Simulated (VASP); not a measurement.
# Si2Ni in VASP: a series of runs

The runs below take Si2Ni through single point, with PBE.

Program: VASP 6.6.1. These are calculated values, not measurements. Logs are shortened: lines on timing, memory, paths and dates and some standing lists are left out, and cuts for length are marked.

## (1) The cell of the first run

The cell holds a wire or tube with vacuum around it, 18 atoms: a = 12.300 Å, b = 13.200 Å, c = 8.952 Å, α = 90.00°, β = 90.00°, γ = 90.00°.

## (2) Single point, PBE

The input, INCAR:

```
SYSTEM = Si2Ni
PREC = Accurate
ENCUT = 520
EDIFF = 1E-7
ISMEAR = 0
SIGMA = 0.05
LREAL = Auto
LASPH = .True.
NELM = 60
ALGO = Normal
ISIF = 2
LWAVE = .False.
LCHARG = .False.
GGA = PE
NBANDS = 69
```

The input, KPOINTS:

```
Automatic mesh
0
Gamma
  1 1 4
  0 0 0
```

The input, POSCAR:

```
Si2Ni
1.0
   12.3000000000      0.0000000000      0.0000000000
    0.0000000000     13.2000000000      0.0000000000
    0.0000000000      0.0000000000      8.9516693995
Si Ni
12 6
Direct
    0.6079618640      0.5000000000      0.6104477425
    0.3847268874      0.3656854416      0.0796688288
    0.5286368979      0.6411520528      0.7455777781
    0.4389065960      0.5000000000      0.9140899889
    0.3847268874      0.6343145584      0.0796688288
    0.5286368979      0.3588479472      0.7455777781
    0.5543684836      0.6417471269      0.2592869301
    0.3838558312      0.3411769101      0.5721959081
    0.6286536587      0.5000000000      0.1006000076
    0.5543684836      0.3582528731      0.2592869301
    0.3838558312      0.6588230899      0.5721959081
    0.4360218803      0.5000000000      0.4020202442
    0.4184089124      0.5000000000      0.6615486790
    0.6222112758      0.5000000000      0.3600219204
    0.5552621689      0.3646711219     -0.0069408919
    0.3814778210      0.6549459309      0.3258471553
    0.5552621689      0.6353288781     -0.0069408919
    0.3814778210      0.3450540691      0.3258471553
```

Potentials or basis: VASP PAW PBE potentials, release 64 (Si, Ni).

Launch:

```console
$ cat potpaw_PBE.64/Si/POTCAR potpaw_PBE.64/Ni/POTCAR > POTCAR
$ mpirun -np 1 vasp_std > vasp.out
```

OUTCAR:

```text
SYSTEM = Si2Ni
   PREC = Accurate
   ENCUT = 520
   EDIFF = 1E-7
   ISMEAR = 0
   LREAL = Auto
   LASPH = .True.
   NELM = 60
   ISIF = 2
   GGA = PE

 ion  position               nearest neighbor table
   1  0.608  0.500  0.610-  14 2.25  13 2.38   3 2.43   6 2.43  12 2.82
   2  0.385  0.366  0.080-  18 2.22  15 2.24   4 2.41  10 2.64
   3  0.529  0.641  0.746-  17 2.24  11 2.37  13 2.42   1 2.43   4 2.64
   4  0.439  0.500  0.914-  13 2.27  15 2.40  17 2.40   5 2.41   2 2.41   6 2.64   3 2.64   9 2.87

   5  0.385  0.634  0.080-  16 2.22  17 2.24   4 2.41   7 2.64
   6  0.529  0.359  0.746-  15 2.24   8 2.37  13 2.42   1 2.43   4 2.64
   7  0.554  0.642  0.259-  16 2.22  14 2.24  17 2.38   9 2.52   5 2.64  12 2.69
   8  0.384  0.341  0.572-  18 2.21  13 2.28   6 2.37  12 2.67
   9  0.629  0.500  0.101-  15 2.22  17 2.22  14 2.32  10 2.52   7 2.52   4 2.87
  10  0.554  0.358  0.259-  18 2.22  14 2.24  15 2.38   9 2.52   2 2.64  12 2.69
  11  0.384  0.659  0.572-  16 2.21  13 2.28   3 2.37  12 2.67
  12  0.436  0.500  0.402-  16 2.26  18 2.26  14 2.32  13 2.33   8 2.67  11 2.67  10 2.69   7 2.69
                             1 2.82
  13  0.418  0.500  0.662-   4 2.27   8 2.28  11 2.28  12 2.33   1 2.38   6 2.42   3 2.42
  14  0.622  0.500  0.360-   7 2.24  10 2.24   1 2.25  12 2.32   9 2.32
  15  0.555  0.365  0.993-   9 2.22   2 2.24   6 2.24  10 2.38   4 2.40
  16  0.381  0.655  0.326-  11 2.21   7 2.22   5 2.22  12 2.26
  17  0.555  0.635  0.993-   9 2.22   5 2.24   3 2.24   7 2.38   4 2.40
  18  0.381  0.345  0.326-   8 2.21  10 2.22   2 2.22  12 2.26

  LATTYP: Found a simple orthorhombic cell.
 ALAT       =     8.9516693995
 B/A-ratio  =     1.3740453820
 C/A-ratio  =     1.4745852881

  Lattice vectors:

 A1 = (   0.0000000000,   0.0000000000,   8.9516693995)
 A2 = (  12.3000000000,   0.0000000000,   0.0000000000)
 A3 = (   0.0000000000,  13.2000000000,   0.0000000000)

Analysis of symmetry for initial positions (statically):
=====================================================================
 Subroutine PRICEL returns:
 Original cell was already a primitive cell.

 Routine SETGRP: Setting up the symmetry group for a
 simple orthorhombic supercell.

 Subroutine GETGRP returns: Found  2 space group operations
 (whereof  2 operations were pure point group operations)
 out of a pool of  8 trial point group operations.

The static configuration has the point symmetry C_1h.

Analysis of symmetry for dynamics (positions and initial velocities):
=====================================================================
 Subroutine PRICEL returns:
 Original cell was already a primitive cell.

 Routine SETGRP: Setting up the symmetry group for a
 simple orthorhombic supercell.

 Subroutine GETGRP returns: Found  2 space group operations
 (whereof  2 operations were pure point group operations)
 out of a pool of  8 trial point group operations.

The dynamic configuration has the point symmetry C_1h.

 Subroutine INISYM returns: Found  2 space group operations
 (whereof  2 operations are pure point group operations),
 and found     1 'primitive' translations

----------------------------------------------------------------------------------------

                                     Primitive cell

  volume of cell :    1453.3930

  direct lattice vectors                    reciprocal lattice vectors
    12.300000000  0.000000000  0.000000000     0.081300813  0.000000000  0.000000000
     0.000000000 13.200000000  0.000000000     0.000000000  0.075757576  0.000000000
     0.000000000  0.000000000  8.951669400     0.000000000  0.000000000  0.111711007

  length of vectors
    12.300000000 13.200000000  8.951669400     0.081300813  0.075757576  0.111711007

  position of ions in fractional coordinates (direct lattice)
     0.607961864  0.500000000  0.610447743
     0.384726887  0.365685442  0.079668829
     0.528636898  0.641152053  0.745577778
     0.438906596  0.500000000  0.914089989
     0.384726887  0.634314558  0.079668829
     0.528636898  0.358847947  0.745577778
[... 10 lines left out ...]
     0.555262169  0.635328878  0.993059108
     0.381477821  0.345054069  0.325847155

  ion indices of the primitive-cell ions
   primitive index   ion index
                 1           1
                 2           2
                 3           3
                 4           4
                 5           5
                 6           6
[... 10 lines left out ...]
                17          17
                18          18

----------------------------------------------------------------------------------------

 KPOINTS: Automatic mesh

Automatic generation of k-mesh.
 Grid dimensions read from file:
 generate k-points for:    1    1    4

 Generating k-lattice:

  Cartesian coordinates                     Fractional coordinates (reciprocal lattice)
     0.081300813  0.000000000  0.000000000     1.000000000  0.000000000  0.000000000
     0.000000000  0.075757576  0.000000000     0.000000000  1.000000000  0.000000000
     0.000000000  0.000000000  0.027927752     0.000000000  0.000000000  0.250000000

  Length of vectors
     0.081300813  0.075757576  0.027927752

  Shift w.r.t. Gamma in fractional coordinates (k-lattice)
     0.000000000  0.000000000  0.000000000

 Subroutine IBZKPT returns following result:
 ===========================================

 Found      3 irreducible k-points:

 Following reciprocal coordinates:
            Coordinates               Weight
  0.000000  0.000000  0.000000      1.000000
  0.000000  0.000000  0.250000      2.000000
  0.000000  0.000000  0.500000      1.000000
   k-points           NKPTS =      3   k-points in BZ     NKDIM =      3   number of bands    NBANDS=     69
   number of dos      NEDOS =    301   number of ions     NIONS =     18
   total plane-waves  NPLWV = 658560
   dimension x,y,z NGX =    96 NGY =   98 NGZ =   70
   dimension x,y,z NGXF=   192 NGYF=  196 NGZF=  140
   ions per type =              12   6
   NGX,Y,Z   is equivalent  to a cutoff of  12.98, 12.34, 13.00 a.u.
   NGXF,Y,Z  is equivalent  to a cutoff of  25.95, 24.69, 26.00 a.u.
 SYSTEM =  Si2Ni
   PREC   = accura    normal or accurate (medium, high low for compatibility)
   ISTART =      0    job   : 0-new  1-cont  2-samecut
   ICHARG =      2    charge: 1-file 2-atom 10-const
   ISPIN  =      1    spin polarized calculation?
   LNONCOLLINEAR =      F non collinear calculations
   LSORBIT =      F    spin-orbit coupling
   LASPH  =      T    aspherical Exc in radial PAW
   ENCUT  =  520.0 eV  38.22 Ry    6.18 a.u.  22.87 24.54 16.64*2*pi/ulx,y,z
   NELM   =     60;   NELMIN=  2; NELMDL= -5     # of ELM steps
   EDIFF  = 0.1E-06   stopping-criterion for ELM
   LREAL  =      T    real-space projection
   EDIFFG = 0.1E-05   stopping-criterion for IOM
   NSW    =      0    number of steps for IOM
   IBRION =     -1    ionic relax: 0-MD 1-quasi-New 2-CG
   NFREE  =      0    steps in history (QN), initial steepest desc. (CG)
   ISIF   =      2    stress and relaxation
   ISYM   =      2    0-nonsym 1-usesym 2-fastsym
   POTIM  = 0.5000    time-step for ionic-motion
   TEBEG  =    0.0;   TEEND  =   0.0 temperature during run
   PSTRESS=    0.0 pullay stress
   NELECT =     108.0000    total number of electrons
   NUPDOWN=      -1.0000    fix difference up-down
   EMIN   =  10.00;   EMAX   =-10.00  energy-range for DOS
   EFERMI =   0.00;   METHOD = LEGACY
   ISMEAR =     0;   SIGMA  =   0.05  broadening in eV -4-tet -1-fermi 0-gaus
   EFERMI_NEDOS =   21; number of points for ismear=-14 and -15
   IALGO  =     38    algorithm
   IMIX   =      4    mixing-type and parameters
     AMIX     =   0.40;   BMIX     =  1.00
     AMIX_MAG =   1.60;   BMIX_MAG =  1.00
  volume/ion in A,a.u.               =      80.74       544.89
  Fermi-wavevector in a.u.,A,eV,Ry     =   0.688264  1.300630  6.445180  0.473707
  Thomas-Fermi vector in A             =   1.769015
   LORBIT       =      0    0 simple, 1 ext, 2 COOP (PROOUT), +10 PAW based schemes
   GGA     = PE    functional components
   LHFCALC =     F    Hartree Fock is set to
   AEXX    =    0.0000 exact exchange contribution
   IVDW    =     0    specifies the selected vdW correction
   LEPSILON=     F    determine dielectric tensor
   LRPA    =     F    only Hartree local field effects (RPA)
 non-spin polarized calculation
 Gauss-broadening in eV      SIGMA  =   0.05
  energy-cutoff  :      520.00
  volume of cell :     1453.39
 maximum number of plane-waves:     39169
 NGX is ok and might be reduce to    90
   NGX = 45   NGY = 49   NGZ = 33

 number of electron     107.9999982 magnetization

 Free energy of the ion-electron system (eV)
  ---------------------------------------------------
  ext. energy  EPLUGINS =         0.00000000
  ---------------------------------------------------
  free energy    TOTEN  =       -89.07528298 eV

  energy without entropy =      -89.04773828  energy(sigma->0) =      -89.06151063

 E-fermi :  -2.3212     XC(G=0):  -3.2470

 val. band max:       -2.3289155470   @ k =   0.0000   0.0000   0.2500
 cond. band min:      -2.3134648410   @ k =   0.0000   0.0000   0.2500
 fundamental gap:      0.0154507060
 Fermi energy:        -2.3211903827

 k-point     1 :       0.0000    0.0000    0.0000
  band No.  band energies     occupation
      1     -13.8576      2.00000
      2     -12.4118      2.00000
      3     -12.0796      2.00000
      4     -11.7866      2.00000
      5     -10.7859      2.00000
      6     -10.7195      2.00000
[... 58 lines left out ...]
     65       0.3550      0.00000
     66       0.3838      0.00000

 k-point     2 :       0.0000    0.0000    0.2500
  band No.  band energies     occupation
      1     -13.7529      2.00000
      2     -12.9383      2.00000
      3     -11.6990      2.00000
      4     -11.4701      2.00000
      5     -11.0242      2.00000
      6     -10.6925      2.00000
[... 58 lines left out ...]
     65       0.1106      0.00000
     66       0.5088      0.00000

 k-point     3 :       0.0000    0.0000    0.5000
  band No.  band energies     occupation
      1     -13.4742      2.00000
      2     -13.4061      2.00000
      3     -11.5191      2.00000
      4     -11.3174      2.00000
      5     -11.0053      2.00000
      6     -10.6682      2.00000
[... 58 lines left out ...]
     65       0.0572      0.00000
     66       0.5677      0.00000
 [bands above 66 left out]

------------------------ aborting loop because EDIFF is reached ----------------------------------------

  FORCE on cell =-STRESS in cart. coord.  units (eV):
  Direction    XX          YY          ZZ          XY          YZ          ZX
  --------------------------------------------------------------------------------------
  -------------------------------------------------------------------------------------
  Total        0.0479470      0.1235784      0.2446364      0.0000000      0.0000000     -0.0018742
  in kB        0.0528554      0.1362291      0.2696799      0.0000000      0.0000000     -0.0020660
  external PRESSURE =       0.1529215 kB  Pullay stress =       0.0000000 kB

 VOLUME and BASIS-vectors are now :
 -----------------------------------------------------------------------------
  energy-cutoff  :      520.00
  volume of cell :     1453.39
      direct lattice vectors                 reciprocal lattice vectors
    12.300000000  0.000000000  0.000000000     0.081300813  0.000000000  0.000000000
     0.000000000 13.200000000  0.000000000     0.000000000  0.075757576  0.000000000
     0.000000000  0.000000000  8.951669400     0.000000000  0.000000000  0.111711007

 POSITION                                       TOTAL-FORCE (eV/Angst)
 -----------------------------------------------------------------------------------
      7.47793      6.60000      5.46453        -0.009338     -0.000000      0.014764
      4.73214      4.82705      0.71317        -0.000154      0.016048     -0.017212
      6.50223      8.46321      6.67417        -0.017229     -0.008680     -0.015399
      5.39855      6.60000      8.18263         0.006751     -0.000000     -0.004947
      4.73214      8.37295      0.71317        -0.000154     -0.016048     -0.017212
      6.50223      4.73679      6.67417        -0.017229      0.008680     -0.015399
[... 10 lines left out ...]
      6.82972      8.38634      8.88954         0.025186      0.028493     -0.005620
      4.69218      4.55471      2.91688        -0.034617     -0.016997      0.011036
 -----------------------------------------------------------------------------------
    total drift:                               -0.007927      0.000000      0.001280

  FREE ENERGIE OF THE ION-ELECTRON SYSTEM (eV)
  ---------------------------------------------------
  free  energy   TOTEN  =       -89.0752829775 eV

  energy  without entropy=      -89.0477382813  energy(sigma->0) =      -89.06151063
```

It took 9.8 min on 1 thread of AMD EPYC 9R45 (Zen 5), shared host; peak memory 1.2 GiB.

What came out:

* Free energy: -89.0753 eV
* Largest force: 0.040 eV/Å
* Band gap on the k mesh: 0.02 eV

Forces in eV/Å, atoms in the order of the input:
```
Si  -0.009  0.000  0.015
Si   0.000  0.016 -0.017
Si  -0.017 -0.009 -0.015
Si   0.007  0.000 -0.005
Si   0.000 -0.016 -0.017
Si  -0.017  0.009 -0.015
Si  -0.001  0.001 -0.002
Si   0.009 -0.008  0.014
Si  -0.004  0.000  0.005
Si  -0.001 -0.001 -0.002
Si   0.009  0.008  0.014
Si   0.009  0.000  0.000
Ni  -0.002  0.000  0.004
Ni   0.038  0.000  0.011
Ni   0.025 -0.028 -0.006
Ni  -0.035  0.017  0.011
Ni   0.025  0.028 -0.006
Ni  -0.035 -0.017  0.011
```

Spin polarisation is off, so any magnetic state and its effect on volume and gap are missing.

## (3) Single point, PBE

This run uses another cell than the first one.

The input, INCAR:

```
ALGO = Normal
EDIFF = 1E-6
ENCUT = 520
GGA = PE
ISIF = 2
ISMEAR = 0
LASPH = True
LCHARG = False
LREAL = Auto
LWAVE = False
NBANDS = 69
NELM = 60
PREC = Accurate
SIGMA = 0.05
```

The input, KPOINTS:

```
k-points
0
Gamma
  1 1 4
```

The input, POSCAR:

```
Si2Ni
1.0
   12.3000000000      0.0000000000      0.0000000000
    0.0000000000     13.2000000000      0.0000000000
    0.0000000000      0.0000000000      9.4342454879
Si Ni
12 6
Direct
    0.6355898163      0.5000000000      0.5833333333
    0.3644101837      0.3541092957      0.0833333333
    0.5451966054      0.6458907043      0.7500000000
    0.4548033946      0.5000000000      0.9166666667
    0.3644101837      0.6458907043      0.0833333333
    0.5451966054      0.3541092957      0.7500000000
    0.5451966054      0.6458907043      0.2500000000
    0.3644101837      0.3541092957      0.5833333333
    0.6355898163      0.5000000000      0.0833333333
    0.5451966054      0.3541092957      0.2500000000
    0.3644101837      0.6458907043      0.5833333333
    0.4548033946      0.5000000000      0.4166666667
    0.4548033946      0.5000000000      0.6666666667
    0.6355898163      0.5000000000      0.3333333333
    0.5451966054      0.3541092957      0.0000000000
    0.3644101837      0.6458907043      0.3333333333
    0.5451966054      0.6458907043      0.0000000000
    0.3644101837      0.3541092957      0.3333333333
```

Potentials or basis: VASP PAW PBE potentials, release 64 (Si, Ni).

Launch:

```console
$ cat potpaw_PBE.64/Si/POTCAR potpaw_PBE.64/Ni/POTCAR > POTCAR
$ mpirun -np 1 vasp_std > vasp.out
```

Wall time 9.3 min (1 thread of AMD EPYC 9R45 (Zen 5), shared host); peak memory 1.2 GiB.

The run converged. Its results:

```
Free energy            : -86.6157 eV
Largest force          : 1.568 eV/Å
Band gap on the k mesh : 0.08 eV
```

Forces on the atoms (eV/Å):
```
Si  -0.750  0.000  0.206
Si   1.360  0.774  0.097
Si  -0.580 -0.381  0.015
Si  -0.314  0.000  0.343
Si   1.360 -0.774  0.097
Si  -0.580  0.381  0.015
Si  -0.501 -0.699  0.165
Si   1.161  0.545 -0.445
Si  -1.074  0.000  0.295
Si  -0.501  0.699  0.165
Si   1.161 -0.545 -0.445
Si  -0.522  0.000 -0.309
Ni  -0.555  0.000 -0.136
Ni  -1.146  0.000  0.137
Ni  -0.268  0.643 -0.249
Ni   1.008 -0.436  0.149
Ni  -0.268 -0.643 -0.249
Ni   1.008  0.436  0.149
```

Levels at points of the mesh, in eV from the valence-band top:
| k point | band 50 | band 51 | band 52 | band 53 | band 54 | band 55 | band 56 | band 57 | band 58 | band 59 |
| --- | --- | --- | --- | --- | --- | --- | --- | --- | --- | --- |
| (0.00, 0.00, 0.00) | -0.67 | -0.52 | -0.32 | -0.28 | -0.20 | 0.26 | 0.31 | 0.66 | 0.69 | 0.77 |
| (0.00, 0.00, 0.50) | -0.65 | -0.55 | -0.43 | -0.20 | 0.00 | 0.08 | 0.28 | 0.39 | 0.54 | 0.63 |

Spin polarisation is off, so any magnetic state and its effect on volume and gap are missing.
